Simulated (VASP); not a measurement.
# Cs (Fd-3m) in VASP: further runs, part 2 of 2

VASP 6.6.1. The steps go on from the part before.

## Step 4: Relaxation of cell and atoms, PBEsol

This run uses another cell than the first one, of 145.12 Å³/atom.

Contents of INCAR:

```
PREC = Accurate
ENCUT = 500
EDIFF = 1E-7
ISMEAR = -1
SIGMA = 0.05
LREAL = False
LASPH = True
NELM = 120
ALGO = Normal
ISIF = 3
LWAVE = False
LCHARG = False
GGA = PS
IBRION = 2
NSW = 60
EDIFFG = -0.03
GGA_COMPAT = False
NELMIN = 4
```

Contents of KPOINTS:

```
regular mesh
0
Gamma
  4 4 4
```

Contents of POSCAR:

```
Cs
1.0
    0.0000000000      5.2550000000      5.2550000000
    5.2550000000      0.0000000000      5.2550000000
    5.2550000000      5.2550000000      0.0000000000
Cs
2
Direct
    1.0000000000      1.0000000000      1.0000000000
    0.2500000000      0.2500000000      0.2500000000
```

Potentials or basis: VASP PAW PBE potentials, release 64 (Cs_sv).

On the command line:

```console
$ cat potpaw_PBE.64/Cs_sv/POTCAR > POTCAR
$ mpirun -np 1 vasp_std > vasp.out
```

OUTCAR:

```text
PREC = Accurate
   ENCUT = 500
   EDIFF = 1E-7
   ISMEAR = -1
   LREAL = False
   LASPH = True
   NELM = 120
   ISIF = 3
   GGA = PS
   IBRION = 2
   NSW = 60
   EDIFFG = -0.03
   NELMIN = 4

 ion  position               nearest neighbor table
   1  0.000  0.000  0.000-
   2  0.250  0.250  0.250-

  LATTYP: Found a face centered cubic cell.
 ALAT       =    10.5100000000

  Lattice vectors:

 A1 = (   0.0000000000,   5.2550000000,   5.2550000000)
 A2 = (   5.2550000000,   0.0000000000,   5.2550000000)
 A3 = (   5.2550000000,   5.2550000000,   0.0000000000)

Analysis of symmetry for initial positions (statically):
=====================================================================
 Subroutine PRICEL returns:
 Original cell was already a primitive cell.

 Routine SETGRP: Setting up the symmetry group for a
 face centered cubic supercell.

 Subroutine GETGRP returns: Found 48 space group operations
 (whereof 24 operations were pure point group operations)
 out of a pool of 48 trial point group operations.

The static configuration has the point symmetry T_d .
 The point group associated with its full space group is O_h .

Analysis of symmetry for dynamics (positions and initial velocities):
=====================================================================
 Subroutine PRICEL returns:
 Original cell was already a primitive cell.

 Routine SETGRP: Setting up the symmetry group for a
 face centered cubic supercell.

 Subroutine GETGRP returns: Found 48 space group operations
 (whereof 24 operations were pure point group operations)
 out of a pool of 48 trial point group operations.

The dynamic configuration has the point symmetry T_d .
 The point group associated with its full space group is O_h .

 Subroutine INISYM returns: Found 48 space group operations
 (whereof 24 operations are pure point group operations),
 and found     1 'primitive' translations

----------------------------------------------------------------------------------------

                                     Primitive cell

  volume of cell :     290.2339

  direct lattice vectors                    reciprocal lattice vectors
     0.000000000  5.255000000  5.255000000    -0.095147479  0.095147479  0.095147479
     5.255000000  0.000000000  5.255000000     0.095147479 -0.095147479  0.095147479
     5.255000000  5.255000000  0.000000000     0.095147479  0.095147479 -0.095147479

  length of vectors
     7.431692270  7.431692270  7.431692270     0.164800267  0.164800267  0.164800267

  position of ions in fractional coordinates (direct lattice)
     0.000000000  0.000000000  0.000000000
     0.250000000  0.250000000  0.250000000

  ion indices of the primitive-cell ions
   primitive index   ion index
                 1           1
                 2           2

----------------------------------------------------------------------------------------

 KPOINTS: regular mesh

Automatic generation of k-mesh.
 Grid dimensions read from file:
 generate k-points for:    4    4    4
[... 27 lines left out ...]
  0.500000  0.500000  0.000000      3.000000
 -0.250000  0.500000  0.250000      6.000000
   k-points           NKPTS =      8   k-points in BZ     NKDIM =      8   number of bands    NBANDS=     13
   number of dos      NEDOS =    301   number of ions     NIONS =      2
   total plane-waves  NPLWV = 157464
   dimension x,y,z NGX =    54 NGY =   54 NGZ =   54
   dimension x,y,z NGXF=   108 NGYF=  108 NGZF=  108
   ions per type =               2
   NGX,Y,Z   is equivalent  to a cutoff of  12.08, 12.08, 12.08 a.u.
   NGXF,Y,Z  is equivalent  to a cutoff of  24.16, 24.16, 24.16 a.u.
 SYSTEM =  unknown system
   PREC   = accura    normal or accurate (medium, high low for compatibility)
   ISTART =      0    job   : 0-new  1-cont  2-samecut
   ICHARG =      2    charge: 1-file 2-atom 10-const
   ISPIN  =      1    spin polarized calculation?
   LNONCOLLINEAR =      F non collinear calculations
   LSORBIT =      F    spin-orbit coupling
   LASPH  =      T    aspherical Exc in radial PAW
   ENCUT  =  500.0 eV  36.75 Ry    6.06 a.u.  13.55 13.55 13.55*2*pi/ulx,y,z
   NELM   =    120;   NELMIN=  4; NELMDL= -5     # of ELM steps
   EDIFF  = 0.1E-06   stopping-criterion for ELM
   LREAL  =      F    real-space projection
   EDIFFG = -.3E-01   stopping-criterion for IOM
   NSW    =     60    number of steps for IOM
   IBRION =      2    ionic relax: 0-MD 1-quasi-New 2-CG
   NFREE  =      1    steps in history (QN), initial steepest desc. (CG)
   ISIF   =      3    stress and relaxation
   ISYM   =      2    0-nonsym 1-usesym 2-fastsym
   POTIM  = 0.5000    time-step for ionic-motion
   TEBEG  =    0.0;   TEEND  =   0.0 temperature during run
   PSTRESS=    0.0 pullay stress
   NELECT =      18.0000    total number of electrons
   NUPDOWN=      -1.0000    fix difference up-down
   EMIN   =  10.00;   EMAX   =-10.00  energy-range for DOS
   EFERMI =   0.00;   METHOD = LEGACY
   ISMEAR =    -1;   SIGMA  =   0.05  broadening in eV -4-tet -1-fermi 0-gaus
   EFERMI_NEDOS =   21; number of points for ismear=-14 and -15
   IALGO  =     38    algorithm
   IMIX   =      4    mixing-type and parameters
     AMIX     =   0.40;   BMIX     =  1.00
     AMIX_MAG =   1.60;   BMIX_MAG =  1.00
  volume/ion in A,a.u.               =     145.12       979.30
  Fermi-wavevector in a.u.,A,eV,Ry     =   0.648012  1.224565  5.713350  0.419919
  Thomas-Fermi vector in A             =   1.716506
   LORBIT       =      0    0 simple, 1 ext, 2 COOP (PROOUT), +10 PAW based schemes
   GGA     = PS    functional components
   LHFCALC =     F    Hartree Fock is set to
   AEXX    =    0.0000 exact exchange contribution
   IVDW    =     0    specifies the selected vdW correction
   LEPSILON=     F    determine dielectric tensor
   LRPA    =     F    only Hartree local field effects (RPA)
 conjugate gradient relaxation of ions
 non-spin polarized calculation
  energy-cutoff  :      500.00
  volume of cell :      290.23
 maximum number of plane-waves:      7391
   NGX = 27   NGY = 27   NGZ = 27

--------------------------------------- Ionic step        1  -------------------------------------------

 number of electron      17.9999996 magnetization

 Free energy of the ion-electron system (eV)
  ---------------------------------------------------
  ext. energy  EPLUGINS =         0.00000000
  ---------------------------------------------------
  free energy    TOTEN  =        -1.31708932 eV

  energy without entropy =       -1.29829285  energy(sigma->0) =       -1.30769108

------------------------ aborting loop because EDIFF is reached ----------------------------------------

  FORCE on cell =-STRESS in cart. coord.  units (eV):
  Direction    XX          YY          ZZ          XY          YZ          ZX
  --------------------------------------------------------------------------------------
  -------------------------------------------------------------------------------------
  Total        0.2196543      0.2196543      0.2196543      0.0000000     -0.0000000      0.0000000
  in kB        1.2125572      1.2125572      1.2125572      0.0000000     -0.0000000      0.0000000
  external PRESSURE =       1.2125572 kB  Pullay stress =       0.0000000 kB
[... 23 lines left out ...]
--------------------------------------- Ionic step        2  -------------------------------------------

 number of electron      17.9999998 magnetization

 E-fermi :   0.0222     XC(G=0):  -4.8211

 val. band max:       -0.0152898286   @ k =   0.5000   0.5000   0.0000
 cond. band min:       0.1655721892   @ k =  -0.2500   0.5000   0.2500
 fundamental gap:      0.1808620177
 Fermi energy:         0.0222173232

 k-point     1 :       0.0000    0.0000    0.0000
  band No.  band energies     occupation
      1     -24.4404      2.00000
      2     -24.3994      2.00000
      3     -11.2959      2.00000
      4     -11.2959      2.00000
      5     -11.2959      2.00000
      6     -11.1153      2.00000
      7     -11.1153      2.00000
      8     -11.1153      2.00000
      9      -1.5712      2.00000
     10       1.2066      0.00000
     11       1.2066      0.00000
     12       1.3429      0.00000
     13       1.3429      0.00000
[... 181 lines left out ...]
--------------------------------------- Ionic step        4  -------------------------------------------

 number of electron      17.9999994 magnetization

 Free energy of the ion-electron system (eV)
  ---------------------------------------------------
  ext. energy  EPLUGINS =         0.00000000
  ---------------------------------------------------
  free energy    TOTEN  =        -1.33325150 eV

  energy without entropy =       -1.31211223  energy(sigma->0) =       -1.32268187

 E-fermi :  -0.2617     XC(G=0):  -4.4979

 val. band max:       -0.2913685457   @ k =   0.5000   0.0000   0.0000
 cond. band min:      -0.1829763096   @ k =  -0.2500   0.5000   0.2500
 fundamental gap:      0.1083922361
 Fermi energy:        -0.2617032409

 k-point     1 :       0.0000    0.0000    0.0000
  band No.  band energies     occupation
      1     -24.6675      2.00000
      2     -24.6445      2.00000
      3     -11.4979      2.00000
      4     -11.4979      2.00000
      5     -11.4979      2.00000
      6     -11.3752      2.00000
      7     -11.3752      2.00000
      8     -11.3752      2.00000
      9      -1.6964      2.00000
     10       1.0088      0.00000
     11       1.0088      0.00000
     12       1.0554      0.00000
     13       1.0554      0.00000
[... 139 lines left out ...]
  FREE ENERGIE OF THE ION-ELECTRON SYSTEM (eV)
  ---------------------------------------------------
  free  energy   TOTEN  =        -1.3332515023 eV

  energy  without entropy=       -1.3121122335  energy(sigma->0) =       -1.32268187

 reached required accuracy - stopping structural energy minimisation
```

OSZICAR:

```text
N       E                     dE             d eps       ncg     rms          rms(c)
DAV:   1     0.139393723505E+03    0.13939E+03   -0.55954E+03   208   0.961E+02
DAV:   2     0.222073053507E+02   -0.11719E+03   -0.11430E+03   307   0.164E+02
DAV:   3    -0.613354342310E+00   -0.22821E+02   -0.22620E+02   268   0.760E+01
[... 40 lines left out ...]
DAV:   7    -0.133325121862E+01   -0.68819E-05   -0.12956E-05   258   0.234E-02    0.582E-03
DAV:   8    -0.133325162061E+01   -0.40199E-06   -0.69512E-06   258   0.124E-02    0.158E-03
DAV:   9    -0.133325136541E+01    0.25520E-06   -0.23325E-07   194   0.279E-03    0.818E-04
DAV:  10    -0.133325148112E+01   -0.11571E-06   -0.22374E-07   174   0.249E-03    0.203E-04
DAV:  11    -0.133325150232E+01   -0.21202E-07   -0.24573E-08   134   0.827E-04
   4 F= -.13332515E+01 E0= -.13226819E+01  d E =-.161622E-01
```

Wall time 75 s (1 thread of Intel Xeon 6975P-C (Granite Rapids), shared host); peak memory 0.4 GiB.

Results:

| Quantity | Value |
| --- | --- |
| Free energy | -1.3333 eV |
| Relaxed volume | 169.43 Å³/atom |
| Relaxed cell | a = 7.825 Å, b = 7.825 Å, c = 7.825 Å, α = 60.00°, β = 60.00°, γ = 60.00° |
| Space group after relaxing (to 0.1 Å) | Fd-3m (No. 227) |
| Energy gained by relaxing | 8.1 meV/atom |
| Ionic steps | 4 |
| Pressure after relaxing | 0.0 GPa |
| Band gap on the k mesh | zero (bands 9 and 10 overlap by 0.12 eV) |

The path:
```tsv
step	energy change (eV)	largest force (eV/Å)	pressure (GPa)	volume (Å³)
1	0.0000	0.0000	0.12	290.23
2	-0.0033	0.0000	0.11	294.87
3	-0.0109	0.0000	0.06	309.08
4	-0.0162	0.0000	0.00	338.85
```

Final structure:
```cif
data_structure
_symmetry_space_group_name_H-M 'P 1'
_symmetry_Int_Tables_number 1
_cell_length_a 7.8254
_cell_length_b 7.8254
_cell_length_c 7.8254
_cell_angle_alpha 60.000
_cell_angle_beta 60.000
_cell_angle_gamma 60.000
_cell_volume 338.85
loop_
_atom_site_label
_atom_site_type_symbol
_atom_site_fract_x
_atom_site_fract_y
_atom_site_fract_z
_atom_site_occupancy
Cs1 Cs 0.00000 0.00000 0.00000 1
Cs2 Cs 0.25000 0.25000 0.25000 1
```

Caveat: the volume moved by over 15 % at a fixed basis, so the end points are rough; the PAW data sets were made with another functional, which shifts forces and pressure a little; spin-orbit coupling is left out, which moves the levels of the heavy elements.

## Step 5: Relaxation of cell and atoms, PBEsol, target pressure 15 GPa, at which the enthalpy is minimised

This run uses another cell than the first one, of 145.12 Å³/atom.

INCAR, as its differences from that of step 4:

```diff
@@ -16,2 +16,3 @@
 EDIFFG = -0.03
+PSTRESS = 150.0
 GGA_COMPAT = False
```

KPOINTS is that of step 4.

POSCAR is that of step 4.

On the command line:

```console
$ cat potpaw_PBE.64/Cs_sv/POTCAR > POTCAR
$ mpirun -np 1 vasp_std > vasp.out
```

Run time: 4 min. Hardware: 1 thread of Intel Xeon 6975P-C (Granite Rapids), shared host; peak memory 0.53 GiB.

It converged, with:

```yaml
Free_energy: 1.3021 eV
Relaxed_volume: 41.56 Å³/atom
Relaxed_cell: a = 4.898 Å, b = 4.898 Å, c = 4.898 Å, α = 60.00°, β = 60.00°, γ = 60.00°
Space_group_after_relaxing_to_0.1_Å: Fd-3m (No. 227)
Energy_change_on_relaxing_the_run_minimises_the_enthalpy: +1309.6 meV/atom
Ionic_steps: 10
Pressure_after_relaxing: 15.0 GPa
Band_gap_on_the_k_mesh: zero (bands 9 and 10 overlap by 0.79 eV)
```

Step by step:
```csv
step,energy change (eV),largest force (eV/Å),pressure (GPa),volume (Å³)
1,0.0000,0.0000,0.12,290.23
2,236.6784,0.0000,5686.33,12.43
3,0.0354,0.0000,0.25,258.77
4,0.0845,0.0000,0.40,234.21
5,2.1873,0.0000,11.78,88.32
6,21.6658,0.0000,211.08,38.78
7,2.3860,0.0000,13.19,85.77
8,2.6461,0.0000,15.21,82.82
9,2.5914,0.0000,14.77,83.41
10,2.6192,0.0000,14.99,83.11
```

Final structure:
```
CELL_PARAMETERS angstrom
0.00000 3.46371 3.46371
3.46371 0.00000 3.46371
3.46371 3.46371 0.00000
ATOMIC_POSITIONS crystal
Cs 0.00000 0.00000 0.00000
Cs 0.25000 0.25000 0.25000
```

Levels at points of the mesh, in eV from the Fermi level:
```tsv
k point	band 6	band 7	band 8	band 9	band 10	band 11	band 12	band 13
(0.00, 0.00, 0.00)	-9.42	-9.42	-9.42	-1.24	1.24	1.24	3.18	3.18
(0.50, 0.00, 0.00)	-8.81	-8.81	-8.65	0.53	1.19	1.39	1.39	2.71
(0.50, 0.50, 0.00)	-10.48	-8.07	-8.07	-0.12	-0.12	2.71	2.71	4.08
```

Caveat: the cell is relaxed towards a set pressure, so the run minimises the enthalpy, not the energy; the volume moved by over 15 % at a fixed basis, so the end points are rough; the PAW data sets were made with another functional, which shifts forces and pressure a little; spin-orbit coupling is left out, which moves the levels of the heavy elements.

## Step 6: The runs side by side

```csv
task,cell,gap on the mesh (eV),pressure (GPa)
single point,"a = 4.887 Å, angles 60.0°, 2 atoms",none,15.4
single point,"a = 7.818 Å, angles 60.0°, 2 atoms",none,0.0
relaxation of cell and atoms,"relaxed from a = 7.432 Å, angles 60.0°, 2 atoms",none,0.0
relaxation of cell and atoms,"relaxed to 15 GPa from a = 7.432 Å, angles 60.0°, 2 atoms",none,15.0
```

Alike in all rows: level PBEsol; potentials or basis VASP PAW PBE potentials, release 64 (Cs_sv); no spin polarisation; k mesh 4 × 4 × 4; cutoff (eV) 500; smearing fermi-dirac 0.05 eV.

Caveats: some runs use coarse meshes; the PAW data sets were made with another functional, which shifts forces and pressure a little; spin-orbit coupling is left out, which moves the levels of the heavy elements; the volume moved by over 15 % at a fixed basis, so the end points are rough (at least some runs); the cell is relaxed towards a set pressure, so the run minimises the enthalpy, not the energy (at least some runs).

Total energies depend on the potentials used, so only differences within one code and one set of settings carry meaning.
